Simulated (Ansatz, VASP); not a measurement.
## One calculation of C, two programs

INCAR

```
PREC = Accurate ; ENCUT = 910
EDIFF = 1E-6 ; ISMEAR = 0
SIGMA = 0.05 ; LREAL = F
LASPH = T ; NELM = 120
ALGO = Normal ; ISIF = 2
LWAVE = F ; LCHARG = F
NBANDS = 11 ; GGA_COMPAT = F
```

Contents of KPOINTS:

```
Automatic mesh
0
Gamma
  12 12 12
```

POSCAR

```
C
1.0
    0.0000000000      1.7514376065      1.8379586243
    1.7514376065      0.0000000000      1.8379586243
    1.7514376065      1.7514376065      0.0000000000
C
2
Direct
    0.5000000000      0.5000000000      0.5000000000
    0.7500000000      0.7500000000      0.7500000000
```

Input for Ansatz:

```yaml
crystal:
  lattice:
    - [0.0, 1.7514376065, 1.8379586243]
    - [1.7514376065, 0.0, 1.8379586243]
    - [1.7514376065, 1.7514376065, 0.0]
  atoms:
    - { symbol: C, position: [0.5, 0.5, 0.5] }
    - { symbol: C, position: [0.75, 0.75, 0.75] }
basis:
  ecutwfc: 520.0
kpoints:
  mp_grid: { grid: [12, 12, 12] }
hamiltonian:
  xc: lda
  pseudopotentials: { kind: paw, azcp: { folder: soft_1 } }
scf:
  occupations: { method: gaussian, width: 0.05 }
output:
  forces: true
  stress: true
  eigenvalues: true
  write_density: true
  write_potential: true
  elf: true
  volumetric_format: npy
```

Alike in both runs: task single point; functional LDA; k mesh 12 × 12 × 12; occupations gaussian, width 0.05 eV; no spin polarisation.

|  | VASP | Ansatz |
| --- | --- | --- |
| version | VASP 6.6.1 | Ansatz 0.2.0 |
| potentials or method | VASP PAW LDA potentials, release 64 (C_h), cutoff 910 eV | scalar-relativistic, plane waves, PAW |
| valence electrons in the cell | 8 | 8 |

```csv
,VASP,Ansatz,Ansatz less VASP
gap on the k mesh at the Fermi level (eV),3.53,3.54,+0.006
least direct gap on the mesh (eV),5.13,5.13,-0.002
```

Ansatz warns that its potentials were made for another functional, while VASP's fit it. LDA's correlation is that of Perdew and Zunger in VASP and of Perdew and Wang (1992) in Ansatz.

Noted on VASP's run: the cutoff is short for stress, so the pressure is rough.
